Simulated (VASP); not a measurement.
A run of VASP 6.6.1 is set up as follows.

The input POSCAR:

```
SrO
1.0
    0.0000000000      2.5798923266      2.5798923266
    2.6861838904      0.0000000000      2.5798923266
    2.6861838904      2.5798923266      0.0000000000
Sr O
1 1
Direct
    0.0000000000      0.0000000000      0.0000000000
    0.5000000000      0.5000000000      0.5000000000
```

File INCAR.step1:

```
SYSTEM = SrO
PREC     = Accurate       ! precision mode
ENCUT    = 520            ! plane-wave cutoff, eV
ISMEAR   = 0              ! smearing method
SIGMA    = 0.01           ! smearing width, eV
LREAL    = .FALSE.        ! projectors in reciprocal space
LASPH    = .TRUE.         ! aspherical terms in the spheres
NELM     = 80             ! most SCF steps
NBANDS   = 15             ! bands
GGA      = PE             ! functional
ALGO     = Normal         ! electronic algorithm
EDIFF    = 1E-4           ! SCF threshold, eV
LWAVE    = .TRUE.         ! write WAVECAR
LCHARG   = .FALSE.        ! write CHGCAR
```

The input INCAR.step2:

```
SYSTEM = SrO
PREC     = Accurate       ! precision mode
ENCUT    = 520            ! plane-wave cutoff, eV
EDIFF    = 1E-6           ! SCF threshold, eV
ISMEAR   = 0              ! smearing method
SIGMA    = 0.01           ! smearing width, eV
LREAL    = .FALSE.        ! projectors in reciprocal space
LASPH    = .TRUE.         ! aspherical terms in the spheres
NELM     = 80             ! most SCF steps
ALGO     = Normal         ! electronic algorithm
ISIF     = 2              ! what is computed and relaxed
LWAVE    = .FALSE.        ! write WAVECAR
LCHARG   = .TRUE.         ! write CHGCAR
METAGGA  = R2SCAN         ! meta-GGA
LMIXTAU  = .TRUE.       
LELF     = .TRUE.         ! ELF
LVHAR    = .TRUE.       
NBANDS   = 15             ! bands
ISTART   = 1
```

File KPOINTS:

```
Automatic mesh
0
G
  8 8 8
  0 0 0
```

Potentials or basis: VASP PAW PBE potentials, release 64 (Sr_sv, O).

Command:

```console
$ cat potpaw_PBE.64/Sr_sv/POTCAR potpaw_PBE.64/O/POTCAR > POTCAR
$ cp INCAR.step1 INCAR
$ mpirun -np 1 vasp_std > vasp.out
$ cp INCAR.step2 INCAR
$ mpirun -np 1 vasp_std > vasp.out
```

(1) What does it give for the pressure?

(2) Predict the band gap on the k mesh.

Answers

(1) -2.7 GPa.

(2) 3.68 eV, indirect (least direct gap 3.79 eV).

Caveat: the cell differs from its parent crystal (uniaxial x strain +4.1%); the PAW data sets were made with another functional, which shifts forces and pressure a little.
